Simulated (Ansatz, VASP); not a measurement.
# NaCl: VASP beside Ansatz

The input POSCAR:

```
NaCl
1.0
    3.4595458649      0.0000000000      0.0000000000
    0.0000000000      3.4595458649      0.0000000000
    0.0000000000      0.0000000000      3.4595458649
Na Cl
1 1
Direct
    0.0000000000      0.0000000000      0.0000000000
    0.5000000000      0.5000000000      0.5000000000
```

Contents of INCAR.step1:

```
ALGO     = Normal         # electronic algorithm
EDIFF    = 1E-5           # SCF threshold, eV
ENCUT    = 520            # plane-wave cutoff, eV
GGA      = PE             # functional
ISIF     = 2              # what is computed and relaxed
ISMEAR   = 0              # smearing method
LASPH    = True           # aspherical terms in the spheres
LCHARG   = False          # write CHGCAR
LREAL    = False          # projectors in reciprocal space
LWAVE    = True           # write WAVECAR
NBANDS   = 14             # bands
NELM     = 60             # most SCF steps
PREC     = Accurate       # precision mode
SIGMA    = 0.01           # smearing width, eV
```

File INCAR.step2:

```
AEXX     = 0.1            # exact-exchange fraction
ALGO     = Normal         # electronic algorithm
EDIFF    = 1E-6           # SCF threshold, eV
ENCUT    = 520            # plane-wave cutoff, eV
GGA      = PE             # functional
HFSCREEN = 0.5            # screening, 1/A
ISIF     = 2              # what is computed and relaxed
ISMEAR   = 0              # smearing method
ISTART   = 1            
LASPH    = True           # aspherical terms in the spheres
LCHARG   = False          # write CHGCAR
LHFCALC  = True           # exact exchange
LREAL    = False          # projectors in reciprocal space
LWAVE    = False          # write WAVECAR
NBANDS   = 14             # bands
NELM     = 60             # most SCF steps
PREC     = Accurate       # precision mode
PRECFOCK = Normal       
SIGMA    = 0.01           # smearing width, eV
```

The input KPOINTS:

```
k-points
0
Gamma
  4 4 4
```

Input for Ansatz:

```yaml
crystal:
  lattice:
    - [3.4595458649, 0.0, 0.0]
    - [0.0, 3.4595458649, 0.0]
    - [0.0, 0.0, 3.4595458649]
  atoms:
    - { symbol: Na, position: [0.0, 0.0, 0.0] }
    - { symbol: Cl, position: [0.5, 0.5, 0.5] }
kpoints:
  mp_grid: { grid: [4, 4, 4] }
hamiltonian:
  xc: { exchange: pbe, correlation: pbe, exx: { coeff: 0.1, omega: 0.5 } }
scf:
  occupations: { method: fixed }
  n_extra_bands: 4
output:
  forces: true
  stress: true
  eigenvalues: true
```

Alike in both runs: task single point; functional PBE-based screened hybrid; k mesh 4 × 4 × 4; no spin polarisation.

```csv
,VASP,Ansatz
version,VASP 6.6.1,Ansatz 0.2.0
potentials or method,"VASP PAW PBE potentials, release 64 (Na_pv, Cl)",plane waves
plane-wave cutoff (eV),520,420
occupations,"gaussian, width 0.01 eV",fixed
valence electrons in the cell,14,16
```

|  | VASP | Ansatz | Ansatz less VASP |
| --- | --- | --- | --- |
| gap on the k mesh at the Fermi level (eV) | 4.38 | 4.38 | +0.004 |
| pressure (GPa) | 1.1 | 1.1 | -0.08 |

VASP's potentials were made for PBE, not for PBE-based screened hybrid. VASP's potentials hold 14 valence electrons a cell and Ansatz's 16, so a difference there can come from the potentials and not from the codes. Ansatz's warnings: stress exchange threshold loose, stress scf threshold loose.

The k mesh is coarse, so the values compare programs but aren't converged.
